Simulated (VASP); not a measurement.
# Sn (Fd-3m) in VASP: a series of runs

The runs below take Sn through single point, with PBEsol, PBE.

All numbers are computed with VASP 6.6.1; they aren't measurements. Logs are shortened: lines on timing, memory, paths and dates and some standing lists are left out, and cuts for length are marked.

### Step 1. The cell of the first run

The structure is cubic, space group Fd-3m (No. 227). The conventional cell has a = 6.467 Å, b = 6.467 Å, c = 6.467 Å, α = 90.00°, β = 90.00°, γ = 90.00°. Within 3.7 Å of Sn (site symmetry -43m) lie 4 Sn at 2.80 Å.

### Step 2. Single point, PBEsol, non-collinear spin, zero start, spin-orbit coupling

The input, INCAR:

```
PREC = Accurate
ENCUT = 520
EDIFF = 1E-7
ISMEAR = -1
SIGMA = 0.05
LREAL = F
LASPH = T
NELM = 150
ALGO = Normal
ISIF = 2
LWAVE = F
LCHARG = F
MAGMOM = 0 0 0 0 0 0
LORBIT = 11
LSORBIT = T
GGA_COMPAT = F
LORBMOM = T
GGA = PS
NBANDS = 40
```

The input, KPOINTS:

```
regular mesh
0
Gamma
  5 5 5
```

The input, POSCAR:

```
Sn
1.0
    0.0000000000      3.2333428000      3.2333428000
    3.2333428000      0.0000000000      3.2333428000
    3.2333428000      3.2333428000      0.0000000000
Sn
2
Direct
    0.7500000000      0.7500000000      0.7500000000
    0.5000000000      0.5000000000      0.5000000000
```

Potentials or basis: VASP PAW PBE potentials, release 64 (Sn_d).

Started as:

```
$ cat potpaw_PBE.64/Sn_d/POTCAR > POTCAR
$ mpirun -np 1 vasp_ncl > vasp.out
```

OUTCAR:

```text
PREC = Accurate
   ENCUT = 520
   EDIFF = 1E-7
   ISMEAR = -1
   LREAL = F
   LASPH = T
   NELM = 150
   ISIF = 2
   LORBIT = 11
   LSORBIT = T
   GGA = PS

 ion  position               nearest neighbor table
   1  0.750  0.750  0.750-   2 2.80   2 2.80   2 2.80   2 2.80
   2  0.500  0.500  0.500-   1 2.80   1 2.80   1 2.80   1 2.80

  LATTYP: Found a face centered cubic cell.
 ALAT       =     6.4666856000

  Lattice vectors:

 A1 = (   0.0000000000,   3.2333428000,   3.2333428000)
 A2 = (   3.2333428000,   0.0000000000,   3.2333428000)
 A3 = (   3.2333428000,   3.2333428000,   0.0000000000)

Analysis of symmetry for initial positions (statically):
=====================================================================
 Subroutine PRICEL returns:
 Original cell was already a primitive cell.

 Routine SETGRP: Setting up the symmetry group for a
 face centered cubic supercell.

 Subroutine GETGRP returns: Found 48 space group operations
 (whereof 24 operations were pure point group operations)
 out of a pool of 48 trial point group operations.

The static configuration has the point symmetry T_d .
 The point group associated with its full space group is O_h .

Analysis of symmetry for dynamics (positions and initial velocities):
=====================================================================
 Subroutine PRICEL returns:
 Original cell was already a primitive cell.

 Routine SETGRP: Setting up the symmetry group for a
 face centered cubic supercell.

 Subroutine GETGRP returns: Found 48 space group operations
 (whereof 24 operations were pure point group operations)
 out of a pool of 48 trial point group operations.

The dynamic configuration has the point symmetry T_d .
 The point group associated with its full space group is O_h .

Analysis of structural, dynamic, and magnetic symmetry:
=====================================================================
 Subroutine PRICEL returns:
 Original cell was already a primitive cell.

 Routine SETGRP: Setting up the symmetry group for a
 face centered cubic supercell.

 Subroutine GETGRP returns: Found 48 space group operations
 (whereof 24 operations were pure point group operations)
 out of a pool of 48 trial point group operations.

The overall configuration has the point symmetry T_d .
 The point group associated with its full space group is O_h .

 Subroutine INISYM returns: Found 48 space group operations
 (whereof 24 operations are pure point group operations),
 and found     1 'primitive' translations

----------------------------------------------------------------------------------------

                                     Primitive cell

  volume of cell :      67.6060

  direct lattice vectors                    reciprocal lattice vectors
     0.000000000  3.233342800  3.233342800    -0.154638723  0.154638723  0.154638723
     3.233342800  0.000000000  3.233342800     0.154638723 -0.154638723  0.154638723
     3.233342800  3.233342800  0.000000000     0.154638723  0.154638723 -0.154638723

  length of vectors
     4.572637240  4.572637240  4.572637240     0.267842124  0.267842124  0.267842124

  position of ions in fractional coordinates (direct lattice)
     0.750000000  0.750000000  0.750000000
     0.500000000  0.500000000  0.500000000

  ion indices of the primitive-cell ions
   primitive index   ion index
                 1           1
                 2           2

----------------------------------------------------------------------------------------

 KPOINTS: regular mesh

Automatic generation of k-mesh.
 Grid dimensions read from file:
 generate k-points for:    5    5    5

 Generating k-lattice:

[... 84 lines left out ...]

 number of electron      28.0000008 magnetization      -0.0000000     -0.0000000     -0.0000000

 number of electron      28.0000008 magnetization       0.0000000     -0.0000000      0.0000000

 number of electron      28.0000008 magnetization      -0.0000000      0.0000000     -0.0000000

 Free energy of the ion-electron system (eV)
  ---------------------------------------------------
  ext. energy  EPLUGINS =         0.00000000
  ---------------------------------------------------
  free energy    TOTEN  =        -8.49047808 eV

  energy without entropy =       -8.48742356  energy(sigma->0) =       -8.48895082

 E-fermi :   5.5416     XC(G=0):  -9.0987

 val. band max:        5.3263840652   @ k =   0.2000   0.0000   0.0000
 cond. band min:       5.6330038028   @ k =   0.4000   0.0000   0.0000
 fundamental gap:      0.3066197376
 Fermi energy:         5.5416434401

 k-point     1 :       0.0000    0.0000    0.0000
  band No.  band energies     occupation
      1     -16.4790      1.00000
      2     -16.4790      1.00000
      3     -16.4790      1.00000
      4     -16.4790      1.00000
      5     -16.3787      1.00000
      6     -16.3787      1.00000
[... 419 lines left out ...]
     39      14.1099      0.00000
     40      14.1099      0.00000

------------------------ aborting loop because EDIFF is reached ----------------------------------------

  FORCE on cell =-STRESS in cart. coord.  units (eV):
  Direction    XX          YY          ZZ          XY          YZ          ZX
  --------------------------------------------------------------------------------------
  -------------------------------------------------------------------------------------
  Total        0.6795482      0.6795482      0.6795482     -0.0000000      0.0000000     -0.0000000
  in kB       16.1044396     16.1044396     16.1044396     -0.0000000      0.0000000     -0.0000000
  external PRESSURE =      16.1044396 kB  Pullay stress =       0.0000000 kB

 VOLUME and BASIS-vectors are now :
 -----------------------------------------------------------------------------
  energy-cutoff  :      520.00
  volume of cell :       67.61
      direct lattice vectors                 reciprocal lattice vectors
     0.000000000  3.233342800  3.233342800    -0.154638723  0.154638723  0.154638723
     3.233342800  0.000000000  3.233342800     0.154638723 -0.154638723  0.154638723
     3.233342800  3.233342800  0.000000000     0.154638723  0.154638723 -0.154638723

 POSITION                                       TOTAL-FORCE (eV/Angst)
 -----------------------------------------------------------------------------------
      4.85001      4.85001      4.85001         0.000000      0.000000      0.000000
      3.23334      3.23334      3.23334        -0.000000     -0.000000     -0.000000
 -----------------------------------------------------------------------------------
    total drift:                                0.000000      0.000000      0.000000

  FREE ENERGIE OF THE ION-ELECTRON SYSTEM (eV)
  ---------------------------------------------------
  free  energy   TOTEN  =        -8.4904780761 eV

  energy  without entropy=       -8.4874235642  energy(sigma->0) =       -8.48895082

 orbital moment (x)

 # of ion     p       d       tot
 ----------------------------------------
  1         0.000  -0.000   0.000
  2         0.000  -0.000   0.000
 ----------------------------------------
            0.000  -0.000   0.000

 orbital moment (y)

 # of ion     p       d       tot
 ----------------------------------------
  1         0.000   0.000   0.000
  2         0.000   0.000   0.000
 ----------------------------------------
            0.000   0.000   0.000

 orbital moment (z)

 # of ion     p       d       tot
 ----------------------------------------
  1         0.000   0.000   0.000
  2         0.000   0.000   0.000
 ----------------------------------------
            0.000   0.000   0.000

 Spin-Orbit-Coupling matrix elements

 Ion:    1  E_soc:     -0.1155519
 l=   1
     0.0000000    -0.0129939    -0.0129939
    -0.0129939     0.0000000    -0.0129939
    -0.0129939    -0.0129939     0.0000000
 l=   2
     0.0000000    -0.0012465     0.0000000    -0.0012465    -0.0050183
    -0.0012465     0.0000000    -0.0037637    -0.0012465    -0.0012546
     0.0000000    -0.0037637     0.0000000    -0.0037637     0.0000000
    -0.0012465    -0.0012465    -0.0037637     0.0000000    -0.0012546
    -0.0050183    -0.0012546     0.0000000    -0.0012546     0.0000000
 l=   3
     0.0000000     0.0000000     0.0000000     0.0000000     0.0000000     0.0000000     0.0000000
     0.0000000     0.0000000     0.0000000     0.0000000     0.0000000     0.0000000     0.0000000
     0.0000000     0.0000000     0.0000000     0.0000000     0.0000000     0.0000000     0.0000000
     0.0000000     0.0000000     0.0000000     0.0000000     0.0000000     0.0000000     0.0000000
     0.0000000     0.0000000     0.0000000     0.0000000     0.0000000     0.0000000     0.0000000
     0.0000000     0.0000000     0.0000000     0.0000000     0.0000000     0.0000000     0.0000000
     0.0000000     0.0000000     0.0000000     0.0000000     0.0000000     0.0000000     0.0000000

 Ion:    2  E_soc:     -0.1155519
 l=   1
     0.0000000    -0.0129939    -0.0129939
    -0.0129939     0.0000000    -0.0129939
    -0.0129939    -0.0129939     0.0000000
 l=   2
     0.0000000    -0.0012465     0.0000000    -0.0012465    -0.0050183
    -0.0012465     0.0000000    -0.0037637    -0.0012465    -0.0012546
     0.0000000    -0.0037637     0.0000000    -0.0037637     0.0000000
    -0.0012465    -0.0012465    -0.0037637     0.0000000    -0.0012546
    -0.0050183    -0.0012546     0.0000000    -0.0012546     0.0000000
 l=   3
     0.0000000     0.0000000     0.0000000     0.0000000     0.0000000     0.0000000     0.0000000
     0.0000000     0.0000000     0.0000000     0.0000000     0.0000000     0.0000000     0.0000000
     0.0000000     0.0000000     0.0000000     0.0000000     0.0000000     0.0000000     0.0000000
     0.0000000     0.0000000     0.0000000     0.0000000     0.0000000     0.0000000     0.0000000
     0.0000000     0.0000000     0.0000000     0.0000000     0.0000000     0.0000000     0.0000000
     0.0000000     0.0000000     0.0000000     0.0000000     0.0000000     0.0000000     0.0000000
     0.0000000     0.0000000     0.0000000     0.0000000     0.0000000     0.0000000     0.0000000

 total charge

# of ion       s       p       d       tot
------------------------------------------
    1        1.155   1.234   9.972  12.361
    2        1.155   1.234   9.972  12.361
--------------------------------------------------
tot          2.310   2.468  19.944  24.721

 magnetization (x)

# of ion       s       p       d       tot
------------------------------------------
    1        0.000   0.000   0.000   0.000
    2       -0.000  -0.000   0.000  -0.000
--------------------------------------------------
tot         -0.000  -0.000   0.000  -0.000

 magnetization (y)

# of ion       s       p       d       tot
------------------------------------------
    1       -0.000   0.000   0.000  -0.000
    2       -0.000  -0.000   0.000  -0.000
--------------------------------------------------
tot         -0.000  -0.000   0.000  -0.000

 magnetization (z)

# of ion       s       p       d       tot
------------------------------------------
    1       -0.000  -0.000  -0.000  -0.000
    2       -0.000  -0.000  -0.000  -0.000
--------------------------------------------------
tot         -0.000  -0.000  -0.000  -0.000
```

Run time: 44 s. Hardware: 1 thread of Intel Xeon Platinum 8488C (Sapphire Rapids), shared host; peak memory 0.38 GiB.

What came out:

```yaml
Free_energy: -8.4905 eV
Pressure: 1.6 GPa
Net_moment: 0.00 μB per cell
Valence_electrons_inside_the_program's_atomic_spheres: Sn 12.36
```

Moments on the atoms (μB; x, y, z):
```
Sn  0.00 0.00 0.00
Sn  0.00 0.00 0.00
```

Caveat: the PAW data sets were made with another functional, which shifts forces and pressure a little.

### Step 3. Single point, PBE

The input, INCAR:

```
ALGO = Normal ; EDIFF = 1E-7
ENCUT = 520 ; GGA = PE
ISIF = 2 ; ISMEAR = 0
LASPH = True ; LCHARG = False
LREAL = False ; LWAVE = False
NBANDS = 21 ; NELM = 80
PREC = Accurate ; SIGMA = 0.011
```

The input, KPOINTS:

```
k-points
0
Gamma
  7 7 7
```

POSCAR is that of step 2.

Potentials or basis: VASP PAW PBE potentials, release 64 (Sn_d).

Started as:

```
$ cat potpaw_PBE.64/Sn_d/POTCAR > POTCAR
$ mpirun -np 1 vasp_std > vasp.out
```

Wall time 15 s (1 thread of Intel Xeon 6975P-C (Granite Rapids), shared host); peak memory 0.2 GiB.

Results (log left out):

- Free energy: -7.6097 eV
- Pressure: 3.8 GPa
- Band gap on the k mesh: zero (band 14 reaches 5.84 eV, above the bottom of band 15 at 5.80 eV)

Levels at points of the mesh, in eV from the Fermi level:
| k point | band 11 | band 12 | band 13 | band 14 | band 15 | band 16 | band 17 | band 18 |
| --- | --- | --- | --- | --- | --- | --- | --- | --- |
| (0.00, 0.00, 0.00) | -10.72 | -0.60 | 0.04 | 0.04 | 0.04 | 2.12 | 2.12 | 2.12 |

Caveat: spin-orbit coupling is left out, which moves the levels of the heavy elements.
